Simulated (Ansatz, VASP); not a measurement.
GaAs: VASP beside Ansatz

```xyz
2
Lattice="0.0000 2.8729 2.8729 2.8729 0.0000 2.8729 2.8729 2.8729 0.0000" Properties=species:S:1:pos:R:3 pbc="T T T"
Ga    0.0000    0.0000    0.0000
As    1.4364    1.4364    1.4364
```

Alike in both runs: functional PBE; k mesh 16 × 16 × 16; occupations gaussian, width 0.02 eV; no spin polarisation.

Ansatz relaxed the structure, and its values are those at the end. VASP's run is a single point on that final structure, the one shown.

|  | VASP | Ansatz |
| --- | --- | --- |
| version | VASP 6.6.1 | Ansatz 0.2.0 |
| potentials or method | VASP PAW PBE potentials, release 64 (Ga_d, As) | scalar-relativistic, plane waves, PAW |
| plane-wave cutoff (eV) | 520 | 420 |
| valence electrons in the cell | 18 | 28 |

```csv
,VASP,Ansatz,Ansatz less VASP
gap on the k mesh at the Fermi level (eV),0.16,0.16,-0.003
least direct gap on the mesh (eV),0.16,0.16,-0.003
pressure (GPa),0.2,0.0,-0.17
```

VASP's potentials hold 18 valence electrons a cell and Ansatz's 28, so a difference there can come from the potentials and not from the codes.
